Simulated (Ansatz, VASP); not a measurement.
**CsSnI3 in VASP and in Ansatz**

Contents of INCAR:

```
SYSTEM = CsSnI3
ALGO     = Normal         ! electronic algorithm
EDIFF    = 1E-6           ! SCF threshold, eV
ENCUT    = 520            ! plane-wave cutoff, eV
GGA      = PE             ! functional
ISIF     = 2              ! what is computed and relaxed
ISMEAR   = -1             ! smearing method
LASPH    = .TRUE.         ! aspherical terms in the spheres
LCHARG   = .TRUE.         ! write CHGCAR
LELF     = .TRUE.         ! ELF
LREAL    = .FALSE.        ! projectors in reciprocal space
LVHAR    = .TRUE.       
LWAVE    = .FALSE.        ! write WAVECAR
NBANDS   = 30             ! bands
NELM     = 100            ! most SCF steps
PREC     = Accurate       ! precision mode
SIGMA    = 0.05           ! smearing width, eV
```

Contents of KPOINTS:

```
k-points
0
G
  5 5 5
  0 0 0
```

The input POSCAR:

```
CsSnI3
1.0
    6.2057000000      0.0000000000      0.0000000000
    0.0000000000      6.2057000000      0.0000000000
    0.0000000000      0.0000000000      6.2057000000
Cs I Sn
1 3 1
Direct
    0.0000000000      0.0000000000      0.0000000000
    0.5000000000      0.5000000000      0.0000000000
    0.5000000000      0.0000000000      0.5000000000
    0.0000000000      0.5000000000      0.5000000000
    0.5000000000      0.5000000000      0.5000000000
```

Contents of input.yaml:

```yaml
crystal:
  lattice:
    - [6.2057, 0.0, 0.0]
    - [0.0, 6.2057, 0.0]
    - [0.0, 0.0, 6.2057]
  atoms:
    - { symbol: Cs, position: [0.0, 0.0, 0.0] }
    - { symbol: I, position: [0.5, 0.5, 0.0] }
    - { symbol: I, position: [0.5, 0.0, 0.5] }
    - { symbol: I, position: [0.0, 0.5, 0.5] }
    - { symbol: Sn, position: [0.5, 0.5, 0.5] }
hamiltonian:
  xc: pbe
  pseudopotentials: { kind: paw }
kpoints:
  mp_grid: { grid: [5, 5, 5] }
  band_path:
    path:
      - [[0.0, 0.0, 0.0], [0.0, 0.5, 0.0], [0.5, 0.5, 0.0], [0.0, 0.0, 0.0], [0.5, 0.5, 0.5], [0.0, 0.5, 0.0]]
      - [[0.5, 0.5, 0.0], [0.5, 0.5, 0.5]]
    npoints: 14
scf:
  occupations: { method: fermi_dirac, width: 0.05 }
  n_extra_bands: 12
output:
  forces: true
  stress: true
  eigenvalues: true
  fatbands: false
```

Alike in both runs: functional PBE; k mesh 5 × 5 × 5; occupations fermi-dirac, width 0.05 eV; no spin polarisation.

|  | VASP | Ansatz |
| --- | --- | --- |
| version | VASP 6.6.1 | Ansatz 0.2.0 |
| potentials or method | VASP PAW PBE potentials, release 64 (Cs_sv, I, Sn_d) | Ansatz PAW |
| plane-wave cutoff (eV) | 520 | 420 |
| valence electrons in the cell | 44 | 74 |
| task | single point | band structure |

```csv
,VASP,Ansatz,Ansatz less VASP
pressure (GPa),0.5,0.5,0.00
```

VASP's potentials hold 44 valence electrons a cell and Ansatz's 74, so a difference there can come from the potentials and not from the codes.

Spin-orbit coupling is off throughout.
